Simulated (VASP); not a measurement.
# Si (P2_12_12_1) in VASP: notebook

The runs below take Si through single point, with PBE.

Program: VASP 6.6.1. These are calculated values, not measurements. Logs are shortened: lines on timing, memory, paths and dates and some standing lists are left out, and cuts for length are marked.

**1. The cell of the first run**

It takes space group P2_12_12_1 (No. 19, orthorhombic). The conventional cell has a = 3.900 Å, b = 3.900 Å, c = 5.515 Å, α = 90.00°, β = 90.00°, γ = 90.00°. Si (site symmetry 1) has 4 Si at 2.39 Å within 3.2 Å.

**2. Single point, PBE (atoms displaced along a vibrational mode, the cell strained)**

The input, INCAR:

```
PREC     = Accurate       # precision mode
ENCUT    = 520            # plane-wave cutoff, eV
EDIFF    = 1E-6           # SCF threshold, eV
ISMEAR   = 0              # smearing method
SIGMA    = 0.05           # smearing width, eV
LREAL    = F              # projectors in reciprocal space
LASPH    = T              # aspherical terms in the spheres
NELM     = 80             # most SCF steps
ALGO     = Normal         # electronic algorithm
ISIF     = 2              # what is computed and relaxed
LWAVE    = F              # write WAVECAR
LCHARG   = T              # write CHGCAR
GGA      = PE             # functional
LELF     = T              # ELF
LVHAR    = T            
NBANDS   = 16             # bands
```

The input, KPOINTS:

```
regular mesh
0
Gamma
  8 8 6
```

The input, POSCAR:

```
Si
1.0
    0.0000000000     -2.7574592735     -2.7574592735
    0.0000000000      2.7574592735     -2.7574592735
    5.5149185470      0.0000000000      0.0000000000
Si
4
Direct
    0.5019786387      0.5072861443      0.0000000000
   -0.0019786387     -0.0072861443      0.5000000000
    1.0019786387      0.4927138557      0.2500000000
    0.4980213613      0.0072861443      0.7500000000
```

Potentials or basis: VASP PAW PBE potentials, release 64 (Si).

Run with:

```console
$ cat potpaw_PBE.64/Si/POTCAR > POTCAR
$ mpirun -np 1 vasp_std > vasp.out
```

OUTCAR:

```text
PREC = Accurate
   ENCUT = 520
   EDIFF = 1E-6
   ISMEAR = 0
   LREAL = F
   LASPH = T
   NELM = 80
   ISIF = 2
   GGA = PE

 ion  position               nearest neighbor table
   1  0.502  0.507  0.000-   4 2.39   4 2.39   3 2.39   3 2.39
   2  0.998  0.993  0.500-   3 2.39   3 2.39   4 2.39   4 2.39
   3  0.002  0.493  0.250-   2 2.39   2 2.39   1 2.39   1 2.39
   4  0.498  0.007  0.750-   1 2.39   1 2.39   2 2.39   2 2.39

  LATTYP: Found a simple tetragonal cell.
 ALAT       =     3.8996363023
 C/A-ratio  =     1.4142135624

  Lattice vectors:

 A1 = (   0.0000000000,  -2.7574592735,  -2.7574592735)
 A2 = (   0.0000000000,   2.7574592735,  -2.7574592735)
 A3 = (   5.5149185470,   0.0000000000,   0.0000000000)

Analysis of symmetry for initial positions (statically):
=====================================================================
 Subroutine PRICEL returns:
 Original cell was already a primitive cell.

 Routine SETGRP: Setting up the symmetry group for a
 simple tetragonal supercell.

 Subroutine GETGRP returns: Found  4 space group operations
 (whereof  1 operations were pure point group operations)
 out of a pool of 16 trial point group operations.

The static configuration has the point symmetry C_1 .
 The point group associated with its full space group is D_2 .

Analysis of symmetry for dynamics (positions and initial velocities):
=====================================================================
 Subroutine PRICEL returns:
 Original cell was already a primitive cell.

 Routine SETGRP: Setting up the symmetry group for a
 simple tetragonal supercell.

 Subroutine GETGRP returns: Found  4 space group operations
 (whereof  1 operations were pure point group operations)
 out of a pool of 16 trial point group operations.

The dynamic configuration has the point symmetry C_1 .
 The point group associated with its full space group is D_2 .

 Subroutine INISYM returns: Found  4 space group operations
 (whereof  1 operations are pure point group operations),
 and found     1 'primitive' translations

----------------------------------------------------------------------------------------

                                     Primitive cell

  volume of cell :      83.8663

  direct lattice vectors                    reciprocal lattice vectors
     0.000000000 -2.757459273 -2.757459273     0.000000000 -0.181326341 -0.181326341
     0.000000000  2.757459273 -2.757459273     0.000000000  0.181326341 -0.181326341
     5.514918547  0.000000000  0.000000000     0.181326341  0.000000000  0.000000000

  length of vectors
     3.899636302  3.899636302  5.514918547     0.256434170  0.256434170  0.181326341

  position of ions in fractional coordinates (direct lattice)
     0.501978639  0.507286144  0.000000000
     0.998021361  0.992713856  0.500000000
     0.001978639  0.492713856  0.250000000
     0.498021361  0.007286144  0.750000000

  ion indices of the primitive-cell ions
   primitive index   ion index
                 1           1
                 2           2
                 3           3
                 4           4

----------------------------------------------------------------------------------------

 KPOINTS: regular mesh

Automatic generation of k-mesh.
 Grid dimensions read from file:
 generate k-points for:    8    8    6

 Generating k-lattice:

  Cartesian coordinates                     Fractional coordinates (reciprocal lattice)
     0.000000000 -0.022665793 -0.022665793     0.125000000  0.000000000  0.000000000
     0.000000000  0.022665793 -0.022665793     0.000000000  0.125000000  0.000000000
     0.030221057  0.000000000  0.000000000     0.000000000  0.000000000  0.166666667

  Length of vectors
     0.032054271  0.032054271  0.030221057

  Shift w.r.t. Gamma in fractional coordinates (k-lattice)
     0.000000000  0.000000000  0.000000000

 Subroutine IBZKPT returns following result:
 ===========================================

 Found    100 irreducible k-points:

 Following reciprocal coordinates:
            Coordinates               Weight
  0.000000  0.000000  0.000000      1.000000
  0.125000  0.000000  0.000000      2.000000
  0.000000  0.125000  0.000000      2.000000
  0.250000  0.000000  0.000000      2.000000
  0.000000  0.250000  0.000000      2.000000
  0.375000  0.000000  0.000000      2.000000
[... 16 lines left out ...]
  0.500000  0.375000  0.000000      2.000000
 -0.375000  0.500000  0.000000      2.000000
 [... further k-points ...]
   k-points           NKPTS =    100   k-points in BZ     NKDIM =    100   number of bands    NBANDS=     16
   number of dos      NEDOS =    301   number of ions     NIONS =      4
   total plane-waves  NPLWV =  37800
   dimension x,y,z NGX =    30 NGY =   30 NGZ =   42
   dimension x,y,z NGXF=    60 NGYF=   60 NGZF=   84
   ions per type =               4
   NGX,Y,Z   is equivalent  to a cutoff of  12.79, 12.79, 12.66 a.u.
   NGXF,Y,Z  is equivalent  to a cutoff of  25.58, 25.58, 25.32 a.u.
 SYSTEM =  unknown system
   PREC   = accura    normal or accurate (medium, high low for compatibility)
   ISTART =      0    job   : 0-new  1-cont  2-samecut
   ICHARG =      2    charge: 1-file 2-atom 10-const
   ISPIN  =      1    spin polarized calculation?
   LNONCOLLINEAR =      F non collinear calculations
   LSORBIT =      F    spin-orbit coupling
   LASPH  =      T    aspherical Exc in radial PAW
   ENCUT  =  520.0 eV  38.22 Ry    6.18 a.u.   7.25  7.25 10.25*2*pi/ulx,y,z
   NELM   =     80;   NELMIN=  2; NELMDL= -5     # of ELM steps
   EDIFF  = 0.1E-05   stopping-criterion for ELM
   LREAL  =      F    real-space projection
[... 7 lines left out ...]
   TEBEG  =    0.0;   TEEND  =   0.0 temperature during run
   PSTRESS=    0.0 pullay stress
   NELECT =      16.0000    total number of electrons
   NUPDOWN=      -1.0000    fix difference up-down
   EMIN   =  10.00;   EMAX   =-10.00  energy-range for DOS
   EFERMI =   0.00;   METHOD = LEGACY
   ISMEAR =     0;   SIGMA  =   0.05  broadening in eV -4-tet -1-fermi 0-gaus
   EFERMI_NEDOS =   21; number of points for ismear=-14 and -15
   IALGO  =     38    algorithm
   IMIX   =      4    mixing-type and parameters
     AMIX     =   0.40;   BMIX     =  1.00
     AMIX_MAG =   1.60;   BMIX_MAG =  1.00
  volume/ion in A,a.u.               =      20.97       141.49
  Fermi-wavevector in a.u.,A,eV,Ry     =   0.942437  1.780948 12.084528  0.888188
  Thomas-Fermi vector in A             =   2.070046
   LORBIT       =      0    0 simple, 1 ext, 2 COOP (PROOUT), +10 PAW based schemes
   GGA     = PE    functional components
   LHFCALC =     F    Hartree Fock is set to
   AEXX    =    0.0000 exact exchange contribution
   IVDW    =     0    specifies the selected vdW correction
   LEPSILON=     F    determine dielectric tensor
   LRPA    =     F    only Hartree local field effects (RPA)
 non-spin polarized calculation
 Gauss-broadening in eV      SIGMA  =   0.05
  energy-cutoff  :      520.00
  volume of cell :       83.87
 maximum number of plane-waves:      2316
 NGX is ok and might be reduce to    30
   NGX = 15   NGY = 15   NGZ = 21

 number of electron      16.0000000 magnetization

 Free energy of the ion-electron system (eV)
  ---------------------------------------------------
  ext. energy  EPLUGINS =         0.00000000
  ---------------------------------------------------
  free energy    TOTEN  =       -21.67898590 eV

  energy without entropy =      -21.67898590  energy(sigma->0) =      -21.67898590

 E-fermi :   5.5878     XC(G=0):  -9.2302

 val. band max:        5.3719773980   @ k =   0.0000   0.0000   0.0000
 cond. band min:       6.0281823988   @ k =   0.0000   0.0000   0.1667
 fundamental gap:      0.6562050009
 Fermi energy:         5.5877550073

 k-point     1 :       0.0000    0.0000    0.0000
  band No.  band energies     occupation
      1      -6.2769      2.00000
      2      -2.2996      2.00000
      3      -2.2967      2.00000
      4       2.6402      2.00000
      5       2.6424      2.00000
      6       5.3530      2.00000
[... 8 lines left out ...]
     15      13.0644      0.00000
     16      13.1055      0.00000

 k-point     2 :       0.1250    0.0000    0.0000
  band No.  band energies     occupation
      1      -6.1458      2.00000
      2      -2.3736      2.00000
      3      -2.1531      2.00000
      4       2.0113      2.00000
      5       2.7452      2.00000
      6       4.3154      2.00000
[... 8 lines left out ...]
     15      12.4822      0.00000
     16      12.9356      0.00000

 k-point     3 :       0.0000    0.1250    0.0000
  band No.  band energies     occupation
      1      -6.1458      2.00000
      2      -2.3707      2.00000
      3      -2.1560      2.00000
      4       2.0092      2.00000
      5       2.7464      2.00000
      6       4.3096      2.00000
[... 8 lines left out ...]
     15      12.4808      0.00000
     16      12.9351      0.00000

 k-point     4 :       0.2500    0.0000    0.0000
  band No.  band energies     occupation
      1      -5.7580      2.00000
      2      -2.7148      2.00000
      3      -1.7235      2.00000
      4       1.2848      2.00000
      5       2.7026      2.00000
      6       3.0496      2.00000
[... 8 lines left out ...]
     15      11.7353      0.00000
     16      12.6284      0.00000
[... 324 lines left out ...]
 k-point    22 :       0.3750    0.3750    0.0000
  band No.  band energies     occupation
      1      -3.9773      2.00000
      2      -2.2299      2.00000
      3      -2.2284      2.00000
      4      -0.3083      2.00000
      5       2.1168      2.00000
      6       2.1187      2.00000
[... 8 lines left out ...]
     15      13.1847      0.00000
     16      13.1903      0.00000

 k-point    23 :       0.5000    0.3750    0.0000
  band No.  band energies     occupation
      1      -3.1479      2.00000
      2      -3.1479      2.00000
      3      -1.3408      2.00000
      4      -1.3408      2.00000
      5       2.4931      2.00000
      6       2.4931      2.00000
[... 8 lines left out ...]
     15      14.2891      0.00000
     16      14.2891      0.00000

 k-point    24 :      -0.3750    0.5000    0.0000
  band No.  band energies     occupation
      1      -3.1474      2.00000
      2      -3.1474      2.00000
      3      -1.3417      2.00000
      4      -1.3417      2.00000
      5       2.4921      2.00000
      6       2.4921      2.00000
[... 8 lines left out ...]
     15      14.2919      0.00000
     16      14.2919      0.00000

 [... further k-points ...]

------------------------ aborting loop because EDIFF is reached ----------------------------------------

  FORCE on cell =-STRESS in cart. coord.  units (eV):
  Direction    XX          YY          ZZ          XY          YZ          ZX
  --------------------------------------------------------------------------------------
  -------------------------------------------------------------------------------------
  Total       -1.1442863     -1.1182220     -1.1182220      0.0000000     -0.0050159      0.0000000
  in kB      -21.8603926    -21.3624629    -21.3624629      0.0000000     -0.0958230      0.0000000
  external PRESSURE =     -21.5284395 kB  Pullay stress =       0.0000000 kB

 VOLUME and BASIS-vectors are now :
 -----------------------------------------------------------------------------
  energy-cutoff  :      520.00
  volume of cell :       83.87
      direct lattice vectors                 reciprocal lattice vectors
     0.000000000 -2.757459273 -2.757459273     0.000000000 -0.181326341 -0.181326341
     0.000000000  2.757459273 -2.757459273     0.000000000  0.181326341 -0.181326341
     5.514918547  0.000000000  0.000000000     0.181326341  0.000000000  0.000000000

 POSITION                                       TOTAL-FORCE (eV/Angst)
 -----------------------------------------------------------------------------------
      0.00000      0.01464     -2.78301         0.006237     -0.035188      0.061180
      2.75746     -0.01464     -5.48937         0.006237      0.035188     -0.061180
      1.37873      1.35318     -1.36409        -0.006237      0.061180     -0.035188
      4.13619     -1.35318     -1.39336        -0.006237     -0.061180      0.035188
 -----------------------------------------------------------------------------------
    total drift:                                0.000000      0.000000     -0.000000

  FREE ENERGIE OF THE ION-ELECTRON SYSTEM (eV)
  ---------------------------------------------------
  free  energy   TOTEN  =       -21.6789859040 eV

  energy  without entropy=      -21.6789859040  energy(sigma->0) =      -21.67898590
```

It took 39 s on 1 thread of Intel Xeon 6975P-C (Granite Rapids), shared host; peak memory 0.23 GiB.

Results:

- Free energy: -21.6790 eV
- Pressure: -2.2 GPa
- Largest force: 0.071 eV/Å
- Band gap on the k mesh: 0.66 eV

Forces in eV/Å, atoms in the order of the input:
```
Si   0.006 -0.035  0.061
Si   0.006  0.035 -0.061
Si  -0.006  0.061 -0.035
Si  -0.006 -0.061  0.035
```

Caveat: the cell differs from its parent crystal (atoms displaced along a vibrational mode, the cell strained).

[end of part 1 of 2]
